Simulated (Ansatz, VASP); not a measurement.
## Two plane-wave programs on TiW2C3

```
Ti W C
1.0
     3.06741    0.00000    0.00000
    -1.53370    2.65645    0.00000
     0.00000    0.00000    7.62174
Ti W C
1 2 3
Direct
  0.00000 0.00000 0.00000
  0.33333 0.66667 0.32924
  0.66667 0.33333 0.67076
  0.33333 0.66667 0.83496
  0.66667 0.33333 0.16504
  0.00000 0.00000 0.50000
```

Alike in both runs: functional PBE; k mesh 12 × 12 × 6; occupations gaussian, width 0.1 eV; no spin polarisation.

Ansatz relaxed the structure, and its values are those at the end. VASP's run is a single point on that final structure, the one shown.

|  | VASP | Ansatz |
| --- | --- | --- |
| version | VASP 6.6.1 | Ansatz 0.2.0 |
| potentials or method | VASP PAW PBE potentials, release 64 (Ti_sv, W_sv, C), cutoff 520 eV | scalar-relativistic, plane waves, PAW |
| valence electrons in the cell | 52 | 52 |

|  | VASP | Ansatz | Ansatz less VASP |
| --- | --- | --- | --- |
| gap on the k mesh at the Fermi level (eV) | none | none | - |
| pressure (GPa) | 0.7 | 0.0 | -0.68 |
| rms of the force components (eV/Å) | 0.006 | 0.001 | -0.0055 |

A gap of «none» marks a metal or a gap that the smearing closes. With one functional, cell and mesh, what is left measures potentials, basis and numerics.

Spin-orbit coupling is off throughout.
